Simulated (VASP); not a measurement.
Runs of VASP 6.6.1 on In2O3. The structure is that of space group R-3c (No. 167), or close to it. The cells are those of the table. 

| level | cell | smearing | gap on the mesh (eV) | pressure (GPa) | largest force (eV/Å) |
| --- | --- | --- | --- | --- | --- |
| PBE | a = 5.878 Å, angles 56.6°, 10 atoms | fermi-dirac 0.02 eV | (a) | 0.4 | 0.02 |
| r2SCAN | a = 5.803 Å, angles 56.7°, 10 atoms | fermi-dirac 0.02 eV | 1.81 | 1.1 | 0.02 |
| PBEsol | a = 5.797 Å, angles 56.8°, 10 atoms | fermi-dirac 0.02 eV | 1.11 | 0.5 | (b) |
| r2SCAN | a = 5.803 Å, angles 56.7°, 10 atoms | gaussian 0.01 eV | 1.81 | 1.1 | 0.02 |

Alike in all rows: task single point; potentials or basis VASP PAW PBE potentials, release 64 (In_d, O); no spin polarisation; k mesh 6 × 6 × 6; cutoff (eV) 520.

**Question.** Fill in the values left out.

**Answer.** (a) 0.96; (b) 0.01.

Caveats: spin-orbit coupling is left out, which moves the levels of the heavy elements; the PAW data sets were made with another functional, which shifts forces and pressure a little (some runs).

A k mesh can miss the band edges, and the runs leave out spin-orbit coupling on In.
